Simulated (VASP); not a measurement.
# Co (P-3m1) in VASP: settings compared

The runs below take Co through single point, with PBEsol, BLYP, LDA.

Program: VASP 6.6.1. These are calculated values, not measurements. Logs are shortened: lines on timing, memory, paths and dates and some standing lists are left out, and cuts for length are marked.

### Step 1. The cell of the first run

The structure is trigonal, space group P-3m1 (No. 164). Conventional cell: a = 2.487 Å, b = 2.487 Å, c = 4.063 Å, α = 90.00°, β = 90.00°, γ = 120.00°. Co (site symmetry 3m) has 12 Co at 2.42 to 2.55 Å within 3.2 Å.

### Step 2. Single point, PBEsol, collinear spin, antiferromagnetic start

INCAR

```
ALGO = Normal ; EDIFF = 1E-7
ENCUT = 520 ; GGA = PS
ISIF = 2 ; ISMEAR = -1
ISPIN = 2 ; LASPH = T
LCHARG = F ; LMAXMIX = 4
LORBIT = 11 ; LREAL = F
LWAVE = F ; MAGMOM = 2.5 -2.5
NBANDS = 20 ; NELM = 150
PREC = Accurate ; SIGMA = 0.3
```

KPOINTS

```
k-points
0
Gamma
  11 11 6
```

POSCAR

```
Co
1.0
    2.4873600000      0.0000000000      0.0000000000
   -1.2436800000      2.1541200000      0.0000000000
    0.0000000000      0.0000000000      4.0632900000
Co
2
Direct
    0.6666666667      0.3333333333      0.2598600000
    0.3333333333      0.6666666667      0.7401400000
```

Potentials or basis: VASP PAW PBE potentials, release 64 (Co).

Started as:

```bash
$ cat potpaw_PBE.64/Co/POTCAR > POTCAR
$ mpirun -np 1 vasp_std > vasp.out
```

OUTCAR:

```text
EDIFF = 1E-7
   ENCUT = 520
   GGA = PS
   ISIF = 2
   ISMEAR = -1
   ISPIN = 2
   LASPH = T
   LORBIT = 11
   LREAL = F
   NELM = 150
   PREC = Accurate

 ion  position               nearest neighbor table
   1  0.667  0.333  0.260-   2 2.42   2 2.42   2 2.42   2 2.55   2 2.55   2 2.55
   2  0.333  0.667  0.740-   1 2.42   1 2.42   1 2.42   1 2.55   1 2.55   1 2.55

  LATTYP: Found a hexagonal cell.
 ALAT       =     2.4873600000
 C/A-ratio  =     1.6335753570

  Lattice vectors:

 A1 = (   2.4873600000,   0.0000000000,   0.0000000000)
 A2 = (  -1.2436800000,   2.1541200000,   0.0000000000)
 A3 = (   0.0000000000,   0.0000000000,   4.0632900000)

Analysis of symmetry for initial positions (statically):
=====================================================================
 Subroutine PRICEL returns:
 Original cell was already a primitive cell.

 Routine SETGRP: Setting up the symmetry group for a
 hexagonal supercell.

 Subroutine GETGRP returns: Found 12 space group operations
 (whereof 12 operations were pure point group operations)
 out of a pool of 24 trial point group operations.

The static configuration has the point symmetry D_3d.

Analysis of symmetry for dynamics (positions and initial velocities):
=====================================================================
 Subroutine PRICEL returns:
 Original cell was already a primitive cell.

 Routine SETGRP: Setting up the symmetry group for a
 hexagonal supercell.

 Subroutine GETGRP returns: Found 12 space group operations
 (whereof 12 operations were pure point group operations)
 out of a pool of 24 trial point group operations.

The dynamic configuration has the point symmetry D_3d.

Analysis of structural, dynamic, and magnetic symmetry:
=====================================================================
 Subroutine PRICEL returns:
 Original cell was already a primitive cell.

 Routine SETGRP: Setting up the symmetry group for a
 hexagonal supercell.

 Subroutine GETGRP returns: Found 12 space group operations
 (whereof 12 operations were pure point group operations)
 out of a pool of 24 trial point group operations.

The overall configuration has the point symmetry D_3d.

 Subroutine INISYM returns: Found 12 space group operations
 (whereof 12 operations are pure point group operations),
 and found     1 'primitive' translations

----------------------------------------------------------------------------------------

                                     Primitive cell

  volume of cell :      21.7714

  direct lattice vectors                    reciprocal lattice vectors
     2.487360000  0.000000000  0.000000000     0.402032677  0.232113346  0.000000000
    -1.243680000  2.154120000  0.000000000     0.000000000  0.464226691  0.000000000
     0.000000000  0.000000000  4.063290000     0.000000000  0.000000000  0.246105988

  length of vectors
     2.487360000  2.487362643  4.063290000     0.464227184  0.464226691  0.246105988

  position of ions in fractional coordinates (direct lattice)
     0.666666667  0.333333333  0.259860000
     0.333333333  0.666666667  0.740140000

  ion indices of the primitive-cell ions
   primitive index   ion index
                 1           1
                 2           2

----------------------------------------------------------------------------------------

 KPOINTS: k-points

Automatic generation of k-mesh.
 Grid dimensions read from file:
 generate k-points for:   11   11    6

 Generating k-lattice:

  Cartesian coordinates                     Fractional coordinates (reciprocal lattice)
     0.036548425  0.021101213  0.000000000     0.090909091  0.000000000  0.000000000
     0.000000000  0.042202426  0.000000000     0.000000000  0.090909091  0.000000000
     0.000000000  0.000000000  0.041017665     0.000000000  0.000000000  0.166666667

  Length of vectors
     0.042202471  0.042202426  0.041017665

  Shift w.r.t. Gamma in fractional coordinates (k-lattice)
     0.000000000  0.000000000  0.000000000

 Subroutine IBZKPT returns following result:
 ===========================================

 Found     84 irreducible k-points:

 Following reciprocal coordinates:
            Coordinates               Weight
  0.000000  0.000000  0.000000      1.000000
  0.090909  0.000000  0.000000      6.000000
  0.181818  0.000000  0.000000      6.000000
  0.272727  0.000000  0.000000      6.000000
  0.363636  0.000000  0.000000      6.000000
  0.454545  0.000000  0.000000      6.000000
[... 16 lines left out ...]
  0.000000  0.272727  0.166667      6.000000
  0.363636  0.000000  0.166667      6.000000
 [... further k-points ...]
   k-points           NKPTS =     84   k-points in BZ     NKDIM =     84   number of bands    NBANDS=     20
   number of dos      NEDOS =    301   number of ions     NIONS =      2
   total plane-waves  NPLWV =   9720
   dimension x,y,z NGX =    18 NGY =   18 NGZ =   30
   dimension x,y,z NGXF=    36 NGYF=   36 NGZF=   60
   ions per type =               2
   NGX,Y,Z   is equivalent  to a cutoff of  12.03, 12.03, 12.27 a.u.
   NGXF,Y,Z  is equivalent  to a cutoff of  24.06, 24.06, 24.55 a.u.
 SYSTEM =  unknown system
   PREC   = accura    normal or accurate (medium, high low for compatibility)
   ISTART =      0    job   : 0-new  1-cont  2-samecut
   ICHARG =      2    charge: 1-file 2-atom 10-const
   ISPIN  =      2    spin polarized calculation?
   LNONCOLLINEAR =      F non collinear calculations
   LSORBIT =      F    spin-orbit coupling
   LASPH  =      T    aspherical Exc in radial PAW
   ENCUT  =  520.0 eV  38.22 Ry    6.18 a.u.   4.62  4.62  7.56*2*pi/ulx,y,z
   NELM   =    150;   NELMIN=  2; NELMDL= -5     # of ELM steps
   EDIFF  = 0.1E-06   stopping-criterion for ELM
   LREAL  =      F    real-space projection
   EDIFFG = 0.1E-05   stopping-criterion for IOM
   NSW    =      0    number of steps for IOM
   IBRION =     -1    ionic relax: 0-MD 1-quasi-New 2-CG
   NFREE  =      0    steps in history (QN), initial steepest desc. (CG)
   ISIF   =      2    stress and relaxation
   ISYM   =      2    0-nonsym 1-usesym 2-fastsym
   POTIM  = 0.5000    time-step for ionic-motion
   TEBEG  =    0.0;   TEEND  =   0.0 temperature during run
   PSTRESS=    0.0 pullay stress
   NELECT =      18.0000    total number of electrons
   NUPDOWN=      -1.0000    fix difference up-down
   EMIN   =  10.00;   EMAX   =-10.00  energy-range for DOS
   EFERMI =   0.00;   METHOD = LEGACY
   ISMEAR =    -1;   SIGMA  =   0.30  broadening in eV -4-tet -1-fermi 0-gaus
   EFERMI_NEDOS =   21; number of points for ismear=-14 and -15
   IALGO  =     38    algorithm
   IMIX   =      4    mixing-type and parameters
     AMIX     =   0.40;   BMIX     =  1.00
     AMIX_MAG =   1.60;   BMIX_MAG =  1.00
  volume/ion in A,a.u.               =      10.89        73.46
  Fermi-wavevector in a.u.,A,eV,Ry     =   1.536515  2.903593 32.121711  2.360879
  Thomas-Fermi vector in A             =   2.643153
   LORBIT       =     11    0 simple, 1 ext, 2 COOP (PROOUT), +10 PAW based schemes
   GGA     = PS    functional components
   LHFCALC =     F    Hartree Fock is set to
   AEXX    =    0.0000 exact exchange contribution
   IVDW    =     0    specifies the selected vdW correction
   LEPSILON=     F    determine dielectric tensor
   LRPA    =     F    only Hartree local field effects (RPA)
 spin polarized calculation
  energy-cutoff  :      520.00
  volume of cell :       21.77
 maximum number of plane-waves:       602
   NGX =  9   NGY =  9   NGZ = 15

 number of electron      17.9999999 magnetization       0.0000000

 number of electron      17.9999999 magnetization      -0.0000000

 Free energy of the ion-electron system (eV)
  ---------------------------------------------------
  ext. energy  EPLUGINS =         0.00000000
  ---------------------------------------------------
  free energy    TOTEN  =       -15.66940744 eV

  energy without entropy =      -14.44454365  energy(sigma->0) =      -15.05697554

 E-fermi :   9.9468     XC(G=0): -13.5708

 val. band max:        9.9456298840   @ k =   0.0909   0.0000   0.5000
 cond. band min:       9.9495243688   @ k =   0.2727   0.1818   0.1667
 fundamental gap:      0.0038944847
 Fermi energy:         9.9468307344

 spin component 1

 k-point     1 :       0.0000    0.0000    0.0000
  band No.  band energies     occupation
      1       1.0909      1.00000
      2       5.3196      1.00000
      3       8.1266      0.99769
      4       8.2019      0.99703
      5       8.2020      0.99703
      6       8.5014      0.99198
[... 12 lines left out ...]
     19      36.1481      0.00000
     20      36.1481      0.00000

 k-point     2 :       0.0909    0.0000    0.0000
  band No.  band energies     occupation
      1       1.3818      1.00000
      2       5.5070      1.00000
      3       7.8973      0.99892
      4       8.3427      0.99526
      5       8.3642      0.99491
      6       8.4316      0.99364
[... 12 lines left out ...]
     19      36.9527      0.00000
     20      38.7770      0.00000

 k-point     3 :       0.1818    0.0000    0.0000
  band No.  band energies     occupation
      1       2.2199      1.00000
      2       5.9589      1.00000
      3       7.5070      0.99971
      4       7.7149      0.99941
      5       8.2195      0.99685
      6       8.6074      0.98862
[... 12 lines left out ...]
     19      36.2019      0.00000
     20      38.5117      0.00000

 k-point     4 :       0.2727    0.0000    0.0000
  band No.  band energies     occupation
      1       3.4730      1.00000
      2       6.2635      1.00000
      3       6.8811      0.99996
      4       7.4251      0.99978
      5       8.1304      0.99766
      6       8.3970      0.99432
[... 429 lines left out ...]
 k-point    23 :       0.0000    0.2727    0.1667
  band No.  band energies     occupation
      1       3.6755      1.00000
      2       6.2909      0.99999
      3       6.8409      0.99997
      4       7.3847      0.99980
      5       7.9446      0.99874
      6       8.4500      0.99324
[... 12 lines left out ...]
     19      34.1692      0.00000
     20      35.3947      0.00000

 k-point    24 :       0.3636    0.0000    0.1667
  band No.  band energies     occupation
      1       4.8769      1.00000
      2       6.0504      1.00000
      3       6.4617      0.99999
      4       7.4566      0.99975
      5       8.3001      0.99589
      6       8.3069      0.99579
[... 12 lines left out ...]
     19      33.1100      0.00000
     20      34.0930      0.00000

 [... further k-points ...]

 spin component 2

 k-point     1 :       0.0000    0.0000    0.0000
  band No.  band energies     occupation
      1       1.0909      1.00000
      2       5.3196      1.00000
      3       8.1266      0.99769
      4       8.2019      0.99703
      5       8.2020      0.99703
      6       8.5014      0.99198
[... 12 lines left out ...]
     19      36.1481      0.00000
     20      36.1481      0.00000

 k-point     2 :       0.0909    0.0000    0.0000
  band No.  band energies     occupation
      1       1.3818      1.00000
      2       5.5070      1.00000
      3       7.8973      0.99892
      4       8.3427      0.99526
      5       8.3642      0.99491
      6       8.4316      0.99364
[... 12 lines left out ...]
     19      36.9527      0.00000
     20      38.7770      0.00000

 k-point     3 :       0.1818    0.0000    0.0000
  band No.  band energies     occupation
      1       2.2199      1.00000
      2       5.9589      1.00000
      3       7.5070      0.99971
      4       7.7149      0.99941
      5       8.2195      0.99685
      6       8.6074      0.98862
[... 12 lines left out ...]
     19      36.2019      0.00000
     20      38.5117      0.00000

 k-point     4 :       0.2727    0.0000    0.0000
  band No.  band energies     occupation
      1       3.4730      1.00000
      2       6.2635      1.00000
      3       6.8811      0.99996
      4       7.4251      0.99978
      5       8.1304      0.99766
      6       8.3970      0.99432
[... 429 lines left out ...]
 k-point    23 :       0.0000    0.2727    0.1667
  band No.  band energies     occupation
      1       3.6755      1.00000
      2       6.2909      0.99999
      3       6.8409      0.99997
      4       7.3847      0.99980
      5       7.9446      0.99874
      6       8.4500      0.99324
[... 12 lines left out ...]
     19      34.1692      0.00000
     20      35.3947      0.00000

 k-point    24 :       0.3636    0.0000    0.1667
  band No.  band energies     occupation
      1       4.8769      1.00000
      2       6.0504      1.00000
      3       6.4617      0.99999
      4       7.4566      0.99975
      5       8.3001      0.99589
      6       8.3069      0.99579
[... 12 lines left out ...]
     19      33.1100      0.00000
     20      34.0930      0.00000

 [... further k-points ...]
[... 5 lines left out ...]
  --------------------------------------------------------------------------------------
  -------------------------------------------------------------------------------------
  Total       -2.0368308     -2.0368365     -2.3937339      0.0000000      0.0000000      0.0000000
  in kB     -149.8922468   -149.8926715   -176.1570738      0.0000000      0.0000000      0.0000000
  external PRESSURE =    -158.6473307 kB  Pullay stress =       0.0000000 kB

 VOLUME and BASIS-vectors are now :
 -----------------------------------------------------------------------------
  energy-cutoff  :      520.00
  volume of cell :       21.77
      direct lattice vectors                 reciprocal lattice vectors
     2.487360000  0.000000000  0.000000000     0.402032677  0.232113346  0.000000000
    -1.243680000  2.154120000  0.000000000     0.000000000  0.464226691  0.000000000
     0.000000000  0.000000000  4.063290000     0.000000000  0.000000000  0.246105988

 POSITION                                       TOTAL-FORCE (eV/Angst)
 -----------------------------------------------------------------------------------
      1.24368      0.71804      1.05589         0.000000      0.000000     -0.530580
     -0.00000      1.43608      3.00740        -0.000000      0.000000      0.530580
 -----------------------------------------------------------------------------------
    total drift:                               -0.000000      0.000000     -0.000000

  FREE ENERGIE OF THE ION-ELECTRON SYSTEM (eV)
  ---------------------------------------------------
  free  energy   TOTEN  =       -15.6694074377 eV

  energy  without entropy=      -14.4445436457  energy(sigma->0) =      -15.05697554

 total charge

# of ion       s       p       d       tot
------------------------------------------
    1        0.484   0.517   7.271   8.272
    2        0.484   0.517   7.271   8.272
--------------------------------------------------
tot          0.969   1.033  14.543  16.544

 magnetization (x)

# of ion       s       p       d       tot
------------------------------------------
    1        0.000   0.000   0.000   0.000
    2       -0.000  -0.000  -0.000  -0.000
--------------------------------------------------
tot          0.000   0.000   0.000   0.000
```

It took 2.6 min on 1 thread of Intel Xeon 8259CL, shared host; peak memory 0.17 GiB.

What came out:

```yaml
Free_energy: -15.6694 eV
Pressure: -15.9 GPa
Largest_force: 0.531 eV/Å
Band_gap_on_the_k_mesh: zero (filled and empty bands overlap)
Net_moment: 0.00 μB per cell
Valence_electrons_inside_the_program's_atomic_spheres: Co 8.27
```

Forces in eV/Å, atoms in the order of the input:
```
Co   0.000  0.000 -0.531
Co   0.000  0.000  0.531
```

Levels at points of the mesh, in eV from the Fermi level:
Spin up:
| k point | band 6 | band 7 | band 8 | band 9 | band 10 | band 11 | band 12 | band 13 |
| --- | --- | --- | --- | --- | --- | --- | --- | --- |
| (0.00, 0.00, 0.00) | -1.45 | -1.45 | -0.96 | -0.96 | -0.13 | 0.15 | 0.15 | 6.65 |
| (0.00, 0.00, 0.50) | -1.81 | -1.79 | -1.79 | -0.27 | -0.27 | -0.10 | -0.10 | 14.36 |
Spin down:
```tsv
k point	band 6	band 7	band 8	band 9	band 10	band 11	band 12	band 13
(0.00, 0.00, 0.00)	-1.45	-1.45	-0.96	-0.96	-0.13	0.15	0.15	6.65
(0.00, 0.00, 0.50)	-1.81	-1.79	-1.79	-0.27	-0.27	-0.10	-0.10	14.36
```

Caveat: the cell stands under tension; so wide a smearing shifts energies and pressures; the moments typed at the start vanished in this run; the PAW data sets were made with another functional, which shifts forces and pressure a little.

### Step 3. Single point, BLYP, collinear spin, antiferromagnetic start

INCAR

```
SYSTEM = Co
AGGAC = 1.0
AGGAX = 1.0
ALDAC = 0.0
ALDAX = 1.0
ALGO = Normal
EDIFF = 1E-7
ENCUT = 520
GGA = B5
ISIF = 2
ISMEAR = -1
ISPIN = 2
LASPH = .TRUE.
LCHARG = .FALSE.
LMAXMIX = 4
LORBIT = 11
LREAL = .FALSE.
LWAVE = .FALSE.
MAGMOM = 2.5 -2.5
NBANDS = 20
NELM = 150
PREC = Accurate
SIGMA = 0.3
```

KPOINTS

```
k-points
0
G
  11 11 6
  0 0 0
```

POSCAR is that of step 2.

Potentials or basis: VASP PAW PBE potentials, release 64 (Co).

Started as:

```bash
$ cat potpaw_PBE.64/Co/POTCAR > POTCAR
$ mpirun -np 1 vasp_std > vasp.out
```

Run time: 2.6 min. Hardware: 1 thread of Intel Xeon 8259CL, shared host; peak memory 0.17 GiB.

The run converged. Its results:

```
Free energy                                           : -12.3623 eV
Pressure                                              : 4.3 GPa
Largest force                                         : 0.623 eV/Å
Band gap on the k mesh                                : zero (filled and empty bands overlap)
Net moment                                            : 0.00 μB per cell
Valence electrons inside the program's atomic spheres : Co 8.30
```

Forces in eV/Å, atoms in the order of the input:
```
Co   0.000  0.000 -0.623
Co   0.000  0.000  0.623
```

Stress tensor (GPa, compression positive):
```
5.13 0.00 0.00
0.00 5.13 0.00
0.00 0.00 2.57
```

Levels at points of the mesh, in eV from the Fermi level:
Spin up:
```
           k point  band 7  band 8  band 9  band 10  band 11  band 12
(0.00, 0.00, 0.00)   -1.45   -0.97   -0.97     0.14     0.14     0.15
(0.00, 0.00, 0.50)   -1.80   -1.80   -0.28    -0.28    -0.11    -0.11
```
Spin down:
```tsv
k point	band 5	band 6	band 7	band 8	band 9	band 10	band 11	band 12	band 13	band 14
(0.00, 0.00, 0.00)	-1.75	-1.45	-1.45	-0.97	-0.97	0.14	0.14	0.15	6.72	22.40
(0.00, 0.00, 0.50)	-1.81	-1.81	-1.80	-1.80	-0.28	-0.28	-0.11	-0.11	14.54	15.77
```

Caveat: the cell stands under pressure; so wide a smearing shifts energies and pressures; the moments typed at the start vanished in this run; the PAW data sets were made with another functional, which shifts forces and pressure a little.

### Step 4. Single point, LDA, collinear spin, antiferromagnetic start

INCAR

```
PREC = Accurate ; ENCUT = 520
EDIFF = 1E-7 ; ISMEAR = -1
SIGMA = 0.3 ; LREAL = False
LASPH = True ; NELM = 150
ALGO = Normal ; ISIF = 2
LWAVE = False ; LCHARG = True
ISPIN = 2 ; MAGMOM = 2.5 -2.5
LORBIT = 11 ; LMAXMIX = 4
GGA = CA ; LELF = True
LVHAR = True ; NBANDS = 20
```

KPOINTS

```
Automatic mesh
0
Gamma
  11 11 6
```

POSCAR is that of step 3.

Potentials or basis: VASP PAW LDA potentials, release 64 (Co).

Started as:

```bash
$ cat potpaw_LDA.64/Co/POTCAR > POTCAR
$ mpirun -np 1 vasp_std > vasp.out
```

Wall time 2 min (1 thread of Intel Xeon 8259CL, shared host); peak memory 0.16 GiB.

The run converged. Its results:

```yaml
Free_energy: -16.5020 eV
Pressure: -23.0 GPa
Largest_force: 0.468 eV/Å
Band_gap_on_the_k_mesh: zero (filled and empty bands overlap)
Net_moment: 0.00 μB per cell
Valence_electrons_inside_the_program's_atomic_spheres: Co 8.28
```

Forces in eV/Å, atoms in the order of the input:
```
Co   0.000  0.000 -0.468
Co   0.000  0.000  0.468
```

Stress tensor (GPa, compression positive):
```
-22.09   0.00   0.00
  0.00 -22.09   0.00
  0.00   0.00 -24.73
```

Levels at points of the mesh, in eV from the Fermi level:
Spin up:
| k point | band 6 | band 7 | band 8 | band 9 | band 10 | band 11 | band 12 | band 13 |
| --- | --- | --- | --- | --- | --- | --- | --- | --- |
| (0.00, 0.00, 0.00) | -1.45 | -1.45 | -0.96 | -0.96 | -0.04 | 0.15 | 0.15 | 6.68 |
| (0.00, 0.00, 0.50) | -1.81 | -1.80 | -1.80 | -0.27 | -0.27 | -0.10 | -0.10 | 14.40 |
Spin down:
```csv
k point,band 6,band 7,band 8,band 9,band 10,band 11,band 12,band 13
"(0.00, 0.00, 0.00)",-1.45,-1.45,-0.96,-0.96,-0.04,0.15,0.15,6.68
"(0.00, 0.00, 0.50)",-1.81,-1.80,-1.80,-0.27,-0.27,-0.10,-0.10,14.40
```

Caveat: the cell stands under tension; so wide a smearing shifts energies and pressures; the moments typed at the start vanished in this run.
